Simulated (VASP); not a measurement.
Si: single point with LDA

The system is Si.

```xyz
2
Lattice="0.0000 2.7752 2.7752 2.7752 0.0000 2.7752 2.7752 2.7752 0.0000" Properties=species:S:1:pos:R:3 pbc="T T T"
Si    2.7752    2.7752    2.7752
Si    4.1629    4.1629    4.1629
```

```
Program                : VASP 6.6.1
Task                   : single point
Functional             : LDA
Potentials or basis    : VASP PAW LDA potentials, release 64 (Si)
Cutoff                 : 520 eV
k mesh                 : 8 × 8 × 8
Occupations            : fermi-dirac, width 0.05 eV
Spin                   : no spin polarisation
Dipole correction      : no
Further INCAR settings : ALGO = Normal; EDIFF = 1e-07; NBANDS = 11
```

- Pressure: -6.6 GPa
- Band gap on the k mesh: 0.61 eV, indirect (least direct gap 2.33 eV)

Levels at points of the mesh, in eV from the valence-band top:
```csv
k point,band 2,band 3,band 4,band 5,band 6,band 7
"(0.00, 0.00, 0.00)",0.00,0.00,0.00,2.48,2.49,2.49
"(0.50, 0.00, 0.00)",-6.70,-1.14,-1.14,1.19,3.31,3.31
"(0.50, 0.50, 0.00)",-7.61,-2.69,-2.69,0.72,0.72,9.43
```

Run time: 6.1 s on 1 thread of Intel(R) Xeon(R) Platinum 8481C CPU @ 2.70GHz (Sapphire Rapids), on a shared host, peak memory 0.14 GiB.

A k mesh can miss the band edges. LDA gaps usually lie below the measured ones, often by a third to a half.
